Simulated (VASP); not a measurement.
# TaN (P6/mmm) in VASP: notebook

TaN is run at these levels: LDA; tasks: relaxation of cell and atoms.

All numbers are computed with VASP 6.6.1; they aren't measurements. Logs are shortened: lines on timing, memory, paths and dates and some standing lists are left out, and cuts for length are marked.

### Step 1. The cell of the first run

The structure is hexagonal, space group P6/mmm (No. 191). The conventional cell has a = 5.191 Å, b = 5.191 Å, c = 2.908 Å, α = 90.00°, β = 90.00°, γ = 120.00°. Within 3.4 Å of Ta (site symmetry 6/mmm) lie 6 N at 2.60 Å and 14 Ta at 2.91 to 3.33 Å. Ta (site symmetry -6m2) has 6 N at 2.09 Å and 5 Ta at 2.91 to 3.00 Å within 3.0 Å. N (site symmetry mmm) has 6 Ta at 2.09 to 2.60 Å and 6 N at 2.60 to 2.91 Å within 3.0 Å.

### Step 2. Relaxation of cell and atoms, LDA

Contents of INCAR:

```
SYSTEM = TaN
PREC = Accurate ; ENCUT = 600
EDIFF = 1E-6 ; ISMEAR = -1
SIGMA = 0.1 ; LREAL = .FALSE.
LASPH = .TRUE. ; NELM = 80
ALGO = Normal ; ISIF = 3
LWAVE = .FALSE. ; LCHARG = .FALSE.
GGA = CA ; IBRION = 2
NSW = 80 ; EDIFFG = -0.02
```

Contents of KPOINTS:

```
regular mesh
0
G
  5 5 8
  0 0 0
```

Contents of POSCAR:

```
TaN
1.0
    5.1910000000      0.0000000000      0.0000000000
   -2.5955000000      4.4955380000      0.0000000000
    0.0000000000      0.0000000000      2.9080000000
Ta N
3 3
Direct
    0.0000000000      0.0000000000      0.0000000000
    0.3333333333      0.6666666667      0.5000000000
    0.6666666667      0.3333333333      0.5000000000
    0.5000000000      0.0000000000      0.0000000000
    0.5000000000      0.5000000000      0.0000000000
    0.0000000000      0.5000000000      0.0000000000
```

Potentials or basis: VASP PAW LDA potentials, release 64 (Ta_pv, N).

Run with:

```sh
> cat potpaw_LDA.64/Ta_pv/POTCAR potpaw_LDA.64/N/POTCAR > POTCAR
> mpirun -np 1 vasp_std > vasp.out
```

OUTCAR:

```text
SYSTEM = TaN
   PREC = Accurate
   ENCUT = 600
   EDIFF = 1E-6
   ISMEAR = -1
   LREAL = .FALSE.
   LASPH = .TRUE.
   NELM = 80
   ISIF = 3
   GGA = CA
   IBRION = 2
   NSW = 80
   EDIFFG = -0.02

 ion  position               nearest neighbor table
   1  0.000  0.000  0.000-   4 2.60   4 2.60   6 2.60   6 2.60   5 2.60   5 2.60   3 3.33   3 3.33
                             2 3.33   2 3.33   2 3.33   3 3.33   2 3.33   3 3.33   2 3.33   3 3.33
   2  0.333  0.667  0.500-   6 2.09   6 2.09   5 2.09   5 2.09   4 2.09   4 2.09   3 3.00   3 3.00
                             3 3.00   1 3.33   1 3.33   1 3.33   1 3.33   1 3.33   1 3.33
   3  0.667  0.333  0.500-   6 2.09   6 2.09   5 2.09   5 2.09   4 2.09   4 2.09   2 3.00   2 3.00
                             2 3.00   1 3.33   1 3.33   1 3.33   1 3.33   1 3.33   1 3.33
   4  0.500  0.000  0.000-   2 2.09   3 2.09   2 2.09   3 2.09   1 2.60   1 2.60
   5  0.500  0.500  0.000-   2 2.09   3 2.09   2 2.09   3 2.09   1 2.60   1 2.60
   6  0.000  0.500  0.000-   2 2.09   3 2.09   2 2.09   3 2.09   1 2.60   1 2.60

  LATTYP: Found a hexagonal cell.
 ALAT       =     5.1910000000
 C/A-ratio  =     0.5602003468

  Lattice vectors:

 A1 = (   5.1910000000,   0.0000000000,   0.0000000000)
 A2 = (  -2.5955000000,   4.4955380000,   0.0000000000)
 A3 = (   0.0000000000,   0.0000000000,   2.9080000000)

Analysis of symmetry for initial positions (statically):
=====================================================================
 Subroutine PRICEL returns:
 Original cell was already a primitive cell.

 Routine SETGRP: Setting up the symmetry group for a
 hexagonal supercell.

 Subroutine GETGRP returns: Found 24 space group operations
 (whereof 24 operations were pure point group operations)
 out of a pool of 24 trial point group operations.

The static configuration has the point symmetry D_6h.

Analysis of symmetry for dynamics (positions and initial velocities):
=====================================================================
 Subroutine PRICEL returns:
 Original cell was already a primitive cell.

 Routine SETGRP: Setting up the symmetry group for a
 hexagonal supercell.

 Subroutine GETGRP returns: Found 24 space group operations
 (whereof 24 operations were pure point group operations)
 out of a pool of 24 trial point group operations.

The dynamic configuration has the point symmetry D_6h.

 Subroutine INISYM returns: Found 24 space group operations
 (whereof 24 operations are pure point group operations),
 and found     1 'primitive' translations

----------------------------------------------------------------------------------------

                                     Primitive cell

  volume of cell :      67.8621

  direct lattice vectors                    reciprocal lattice vectors
     5.191000000  0.000000000  0.000000000     0.192641110  0.111221393  0.000000000
    -2.595500000  4.495538000  0.000000000     0.000000000  0.222442787  0.000000000
     0.000000000  0.000000000  2.908000000     0.000000000  0.000000000  0.343878955

  length of vectors
     5.191000000  5.191000112  2.908000000     0.222442791  0.222442787  0.343878955

  position of ions in fractional coordinates (direct lattice)
     0.000000000  0.000000000  0.000000000
     0.333333333  0.666666667  0.500000000
     0.666666667  0.333333333  0.500000000
     0.500000000  0.000000000  0.000000000
     0.500000000  0.500000000  0.000000000
     0.000000000  0.500000000  0.000000000

  ion indices of the primitive-cell ions
   primitive index   ion index
                 1           1
                 2           2
                 3           3
                 4           4
                 5           5
                 6           6

----------------------------------------------------------------------------------------

 KPOINTS: regular mesh

Automatic generation of k-mesh.
 Grid dimensions read from file:
 generate k-points for:    5    5    8

 Generating k-lattice:

[... 45 lines left out ...]
   NFREE  =      1    steps in history (QN), initial steepest desc. (CG)
   ISIF   =      3    stress and relaxation
   ISYM   =      2    0-nonsym 1-usesym 2-fastsym
   POTIM  = 0.5000    time-step for ionic-motion
   TEBEG  =    0.0;   TEEND  =   0.0 temperature during run
   PSTRESS=    0.0 pullay stress
   NELECT =      48.0000    total number of electrons
   NUPDOWN=      -1.0000    fix difference up-down
   EMIN   =  10.00;   EMAX   =-10.00  energy-range for DOS
   EFERMI =   0.00;   METHOD = LEGACY
   ISMEAR =    -1;   SIGMA  =   0.10  broadening in eV -4-tet -1-fermi 0-gaus
   EFERMI_NEDOS =   21; number of points for ismear=-14 and -15
   IALGO  =     38    algorithm
   IMIX   =      4    mixing-type and parameters
     AMIX     =   0.40;   BMIX     =  1.00
     AMIX_MAG =   1.60;   BMIX_MAG =  1.00
  volume/ion in A,a.u.               =      11.31        76.33
  Fermi-wavevector in a.u.,A,eV,Ry     =   1.458634  2.756418 28.947918  2.127612
  Thomas-Fermi vector in A             =   2.575295
   LORBIT       =      0    0 simple, 1 ext, 2 COOP (PROOUT), +10 PAW based schemes
   GGA     = CA    functional components
   LHFCALC =     F    Hartree Fock is set to
   AEXX    =    0.0000 exact exchange contribution
   IVDW    =     0    specifies the selected vdW correction
   LEPSILON=     F    determine dielectric tensor
   LRPA    =     F    only Hartree local field effects (RPA)
 conjugate gradient relaxation of ions
 non-spin polarized calculation
  energy-cutoff  :      600.00
  volume of cell :       67.86
 maximum number of plane-waves:      2304
 NGX is ok and might be reduce to    42
   NGX = 21   NGY = 21   NGZ = 11

--------------------------------------- Ionic step        1  -------------------------------------------

 number of electron      48.0000004 magnetization

 Free energy of the ion-electron system (eV)
  ---------------------------------------------------
  ext. energy  EPLUGINS =         0.00000000
  ---------------------------------------------------
  free energy    TOTEN  =       -71.36141709 eV

  energy without entropy =      -71.33070614  energy(sigma->0) =      -71.34606161

------------------------ aborting loop because EDIFF is reached ----------------------------------------

  FORCE on cell =-STRESS in cart. coord.  units (eV):
  Direction    XX          YY          ZZ          XY          YZ          ZX
  --------------------------------------------------------------------------------------
  -------------------------------------------------------------------------------------
  Total       -1.2582864     -1.2582865     -2.1726774      0.0000000      0.0000000      0.0000000
  in kB      -29.7072869    -29.7072886    -51.2954349      0.0000000      0.0000000      0.0000000
  external PRESSURE =     -36.9033368 kB  Pullay stress =       0.0000000 kB
[... 65 lines left out ...]
  energy  without entropy=      -71.2802224292  energy(sigma->0) =      -71.29476041

--------------------------------------- Ionic step        3  -------------------------------------------

 number of electron      48.0000003 magnetization

 Free energy of the ion-electron system (eV)
  ---------------------------------------------------
  ext. energy  EPLUGINS =         0.00000000
  ---------------------------------------------------
  free energy    TOTEN  =       -71.37038324 eV

  energy without entropy =      -71.34013738  energy(sigma->0) =      -71.35526031

 E-fermi :   8.1937     XC(G=0): -13.3294

 val. band max:        8.1704469163   @ k =   0.2000   0.0000   0.3750
 cond. band min:       8.2054390100   @ k =   0.2000   0.0000   0.2500
 fundamental gap:      0.0349920937
 Fermi energy:         8.1937437981

 k-point     1 :       0.0000    0.0000    0.0000
  band No.  band energies     occupation
      1     -27.8362      2.00000
      2     -27.8362      2.00000
      3     -27.4249      2.00000
      4     -27.4249      2.00000
      5     -27.2040      2.00000
      6     -27.0655      2.00000
[... 733 lines left out ...]
     27      10.5672      0.00000
     28      10.6291      0.00000

 [... further k-points ...]
[... 5 lines left out ...]
  --------------------------------------------------------------------------------------
  -------------------------------------------------------------------------------------
  Total       -0.0265654     -0.0265654     -0.0141178      0.0000000     -0.0000000      0.0000000
  in kB       -0.6338184     -0.6338184     -0.3368327      0.0000000     -0.0000000      0.0000000
  external PRESSURE =      -0.5348232 kB  Pullay stress =       0.0000000 kB
[... 21 lines left out ...]
  FREE ENERGIE OF THE ION-ELECTRON SYSTEM (eV)
  ---------------------------------------------------
  free  energy   TOTEN  =       -71.3703832356 eV

  energy  without entropy=      -71.3401373790  energy(sigma->0) =      -71.35526031

 reached required accuracy - stopping structural energy minimisation
```

It took 72 s on 1 thread of AMD EPYC 9R45 (Zen 5), shared host; peak memory 0.18 GiB.

Results:

- Free energy: -71.3704 eV
- Relaxed volume: 11.19 Å³/atom
- Relaxed cell: a = 5.176 Å, b = 5.176 Å, c = 2.894 Å, α = 90.00°, β = 90.00°, γ = 120.00°
- Space group after relaxing (to 0.1 Å): P6/mmm (No. 191)
- Energy gained by relaxing: 1.5 meV/atom
- Ionic steps: 3
- Pressure after relaxing: -0.1 GPa
- Band gap on the k mesh: zero (bands 24 and 25 overlap by 2.19 eV)

The path:
```
step  energy change (eV)  largest force (eV/Å)  pressure (GPa)  volume (Å³)
   1              0.0000                0.0000           -3.69        67.86
   2              0.0521                0.0000           10.26        65.33
   3             -0.0090                0.0000           -0.05        67.15
```

Final structure:
```
CELL_PARAMETERS angstrom
5.17639 0.00000 0.00000
-2.58819 4.48288 0.00000
0.00000 0.00000 2.89386
ATOMIC_POSITIONS crystal
Ta 0.00000 0.00000 0.00000
Ta 0.33333 0.66667 0.50000
Ta 0.66667 0.33333 0.50000
N 0.50000 0.00000 0.00000
N 0.50000 0.50000 0.00000
N 0.00000 0.50000 0.00000
```

Levels at points of the mesh, in eV from the Fermi level:
```csv
k point,band 20,band 21,band 22,band 23,band 24,band 25,band 26,band 27,band 28
"(0.00, 0.00, 0.00)",-3.05,-3.05,-2.56,-2.15,-1.35,-1.35,0.77,0.77,1.22
"(0.00, 0.00, 0.50)",-3.80,-3.16,-3.16,-1.97,0.84,0.84,1.53,1.76,2.49
```

Caveat: spin-orbit coupling is left out, which moves the levels of the heavy elements.

### Step 3. Relaxation of cell and atoms, LDA, target pressure 5 GPa, at which the enthalpy is minimised

Contents of INCAR:

```
SYSTEM = TaN
  ALGO = Normal
  EDIFF = 1E-6
  EDIFFG = -0.02
  ENCUT = 600
  IBRION = 2
  ISIF = 3
  ISMEAR = -1
  LASPH = .True.
  LCHARG = .False.
  LREAL = .False.
  LWAVE = .False.
  NELM = 60
  NSW = 80
  PREC = Accurate
  PSTRESS = 50.0
  SIGMA = 0.1
```

Contents of KPOINTS:

```
k-points
0
Gamma
  5 5 8
  0 0 0
```

POSCAR is that of step 2.

Potentials or basis: VASP PAW LDA potentials, release 64 (Ta_pv, N).

Run with:

```sh
> cat potpaw_LDA.64/Ta_pv/POTCAR potpaw_LDA.64/N/POTCAR > POTCAR
> mpirun -np 1 vasp_std > vasp.out
```

It took 2 min on 1 thread of AMD EPYC 9R45 (Zen 5), shared host; peak memory 0.18 GiB.

It converged, with:

```yaml
Free_energy: -71.3535 eV
Relaxed_volume: 11.01 Å³/atom
Relaxed_cell: a = 5.141 Å, b = 5.141 Å, c = 2.887 Å, α = 90.00°, β = 90.00°, γ = 120.00°
Space_group_after_relaxing_to_0.1_Å: P6/mmm (No. 191)
Energy_change_on_relaxing_the_run_minimises_the_enthalpy: +1.3 meV/atom
Ionic_steps: 7
Pressure_after_relaxing: 5.2 GPa
Band_gap_on_the_k_mesh: zero (bands 24 and 25 overlap by 2.24 eV)
```

Step by step:
| step | energy change (eV) | largest force (eV/Å) | pressure (GPa) | volume (Å³) |
| --- | --- | --- | --- | --- |
| 1 | 0.0000 | 0.0000 | -3.69 | 67.86 |
| 2 | 0.4848 | 0.0000 | 32.42 | 62.01 |
| 3 | 0.0039 | 0.0000 | 4.65 | 66.25 |
| 4 | 0.0051 | 0.0000 | 4.88 | 66.21 |
| 5 | 0.0062 | 0.0000 | 5.06 | 66.17 |
| 6 | 0.0086 | 0.0000 | 5.21 | 66.06 |
| 7 | 0.0080 | 0.0000 | 5.18 | 66.08 |

Final structure:
```xyz
6
Lattice="5.1409 0.0000 0.0000 -2.5704 4.4521 0.0000 0.0000 0.0000 2.8870" Properties=species:S:1:pos:R:3 pbc="T T T"
Ta    0.0000    0.0000    0.0000
Ta    0.0000    2.9681    1.4435
Ta    2.5704    1.4840    1.4435
N     2.5704    0.0000    0.0000
N     1.2852    2.2261    0.0000
N    -1.2852    2.2261    0.0000
```

Levels at points of the mesh, in eV from the Fermi level:
```
           k point  band 21  band 22  band 23  band 24  band 25  band 26  band 27  band 28
(0.00, 0.00, 0.00)    -3.05    -2.58    -2.15    -1.37    -1.37     0.75     0.75     1.31
(0.00, 0.00, 0.50)    -3.17    -3.17    -1.99     0.87     0.87     1.51     1.85     2.58
```

Caveat: the cell is relaxed towards a set pressure, so the run minimises the enthalpy, not the energy; spin-orbit coupling is left out, which moves the levels of the heavy elements. LDA usually gives volumes a few per cent too small.

### Step 4. Relaxation of cell and atoms, LDA, target pressure 10 GPa, at which the enthalpy is minimised

Contents of INCAR:

```
ALGO = Normal ; EDIFF = 1E-6
EDIFFG = -0.02 ; ENCUT = 600
GGA = CA ; IBRION = 2
ISIF = 3 ; ISMEAR = -1
LASPH = True ; LCHARG = False
LREAL = False ; LWAVE = False
NELM = 100 ; NSW = 80
PREC = Accurate ; PSTRESS = 100.0
SIGMA = 0.1
```

Contents of KPOINTS:

```
k-points
0
Gamma
  5 5 8
```

POSCAR is that of step 3.

Run with:

```sh
> cat potpaw_LDA.64/Ta_pv/POTCAR potpaw_LDA.64/N/POTCAR > POTCAR
> mpirun -np 1 vasp_std > vasp.out
```

Wall time 2.6 min (1 thread of AMD EPYC 9R45 (Zen 5), shared host); peak memory 0.18 GiB.

Results (log left out):

| Property | Result |
| --- | --- |
| Free energy | -71.3101 eV |
| Relaxed volume | 10.86 Å³/atom |
| Relaxed cell | a = 5.110 Å, b = 5.110 Å, c = 2.881 Å, α = 90.00°, β = 90.00°, γ = 120.00° |
| Space group after relaxing (to 0.1 Å) | P6/mmm (No. 191) |
| Energy change on relaxing (the run minimises the enthalpy) | +8.6 meV/atom |
| Ionic steps | 10 |
| Pressure after relaxing | 10.0 GPa |
| Band gap on the k mesh | zero (bands 24 and 25 overlap by 2.28 eV) |

Stress tensor (GPa, compression positive):
```
 9.94  0.00  0.00
 0.00  9.94  0.00
 0.00  0.00 10.02
```

Step by step:
```csv
step,energy change (eV),largest force (eV/Å),pressure (GPa),volume (Å³)
1,0.0000,0.0000,-3.69,67.86
2,1.4002,0.0000,60.17,58.80
3,0.0394,0.0000,9.24,65.42
4,0.0451,0.0000,9.75,65.33
5,0.0483,0.0000,10.08,65.28
6,0.0564,0.0000,10.30,65.08
7,0.0541,0.0000,10.28,65.11
8,0.0539,0.0000,10.26,65.12
9,0.0452,0.0000,9.48,65.26
10,0.0513,0.0000,9.97,65.16
```

Final structure:
```xyz
6
Lattice="5.1100 0.0000 0.0000 -2.5550 4.4254 0.0000 0.0000 0.0000 2.8814" Properties=species:S:1:pos:R:3 pbc="T T T"
Ta    0.0000    0.0000    0.0000
Ta    0.0000    2.9502    1.4407
Ta    2.5550    1.4751    1.4407
N     2.5550    0.0000    0.0000
N     1.2775    2.2127    0.0000
N    -1.2775    2.2127    0.0000
```

Levels at points of the mesh, in eV from the Fermi level:
```tsv
k point	band 22	band 23	band 24	band 25	band 26	band 27
(0.00, 0.00, 0.00)	-2.60	-2.15	-1.39	-1.39	0.72	0.72
(0.00, 0.00, 0.50)	-3.18	-2.01	0.89	0.89	1.48	1.92
```

Caveat: the cell is relaxed towards a set pressure, so the run minimises the enthalpy, not the energy; spin-orbit coupling is left out, which moves the levels of the heavy elements. Zero-point motion and thermal expansion aren't in these numbers.

### Step 5. Relaxation of cell and atoms, LDA, target pressure 20 GPa, at which the enthalpy is minimised

Contents of INCAR:

```
SYSTEM = TaN
PREC     = Accurate       ! precision mode
ENCUT    = 600            ! plane-wave cutoff, eV
EDIFF    = 1E-7           ! SCF threshold, eV
ISMEAR   = -1             ! smearing method
SIGMA    = 0.1            ! smearing width, eV
LREAL    = .FALSE.        ! projectors in reciprocal space
LASPH    = .TRUE.         ! aspherical terms in the spheres
NELM     = 100            ! most SCF steps
ALGO     = Normal         ! electronic algorithm
ISIF     = 3              ! what is computed and relaxed
LWAVE    = .FALSE.        ! write WAVECAR
LCHARG   = .FALSE.        ! write CHGCAR
IBRION   = 2              ! ionic algorithm
NSW      = 80             ! ionic steps
EDIFFG   = -0.02          ! ionic threshold
PSTRESS  = 200.0
```

Contents of KPOINTS:

```
regular mesh
0
G
  5 5 8
  0 0 0
```

POSCAR is that of step 4.

Run with:

```sh
> cat potpaw_LDA.64/Ta_pv/POTCAR potpaw_LDA.64/N/POTCAR > POTCAR
> mpirun -np 1 vasp_std > vasp.out
```

Wall time 2.8 min (1 thread of AMD EPYC 9R45 (Zen 5), shared host); peak memory 0.18 GiB.

Results (log left out):

| Item | Value |
| --- | --- |
| Free energy | -71.1467 eV |
| Relaxed volume | 10.57 Å³/atom |
| Relaxed cell | a = 5.050 Å, b = 5.050 Å, c = 2.871 Å, α = 90.00°, β = 90.00°, γ = 120.00° |
| Space group after relaxing (to 0.1 Å) | P6/mmm (No. 191) |
| Energy change on relaxing (the run minimises the enthalpy) | +35.8 meV/atom |
| Ionic steps | 7 |
| Pressure after relaxing | 20.2 GPa |
| Band gap on the k mesh | zero (bands 24 and 25 overlap by 2.36 eV) |

Stress tensor (GPa, compression positive):
```
20.17  0.00  0.00
 0.00 20.17  0.00
 0.00  0.00 20.26
```

Step by step:
```
step  energy change (eV)  largest force (eV/Å)  pressure (GPa)  volume (Å³)
   1              0.0000                0.0000           -3.68        67.86
   2              5.0262                0.0000          137.41        52.73
   3              0.1565                0.0000           17.76        64.02
   4              0.1862                0.0000           19.43        63.77
   5              0.1962                0.0000           19.95        63.69
   6              0.2230                0.0000           20.28        63.35
   7              0.2148                0.0000           20.20        63.41
```

Final structure:
```
CELL_PARAMETERS angstrom
5.05024 0.00000 0.00000
-2.52512 4.37363 0.00000
0.00000 0.00000 2.87078
ATOMIC_POSITIONS crystal
Ta 0.00000 0.00000 0.00000
Ta 0.33333 0.66667 0.50000
Ta 0.66667 0.33333 0.50000
N 0.50000 0.00000 0.00000
N 0.50000 0.50000 0.00000
N 0.00000 0.50000 0.00000
```

Levels at points of the mesh, in eV from the Fermi level:
```csv
k point,band 21,band 22,band 23,band 24,band 25,band 26,band 27,band 28
"(0.00, 0.00, 0.00)",-3.02,-2.64,-2.14,-1.42,-1.42,0.67,0.67,1.59
"(0.00, 0.00, 0.50)",-3.20,-3.20,-2.04,0.94,0.94,1.42,2.07,2.81
```

Caveat: the cell is relaxed towards a set pressure, so the run minimises the enthalpy, not the energy; spin-orbit coupling is left out, which moves the levels of the heavy elements. Zero-point motion and thermal expansion aren't in these numbers.

### Step 6. Summary

| cell | gap on the mesh (eV) | pressure (GPa) |
| --- | --- | --- |
| relaxed | none | -0.1 |
| relaxed to 5 GPa | none | 5.2 |
| relaxed to 10 GPa | none | 10.0 |
| relaxed to 20 GPa | none | 20.2 |

Alike in all rows: task relaxation of cell and atoms; level LDA; potentials or basis VASP PAW LDA potentials, release 64 (Ta_pv, N); no spin polarisation; k mesh 5 × 5 × 8; cutoff (eV) 600; smearing fermi-dirac 0.1 eV.

Caveats: spin-orbit coupling is left out, which moves the levels of the heavy elements; the cell is relaxed towards a set pressure, so the run minimises the enthalpy, not the energy (at least some runs).

Total energies depend on the potentials used, so only differences within one code and one set of settings carry meaning.

The gap in the log of VASP goes by the Fermi energy; the results here count the filled bands.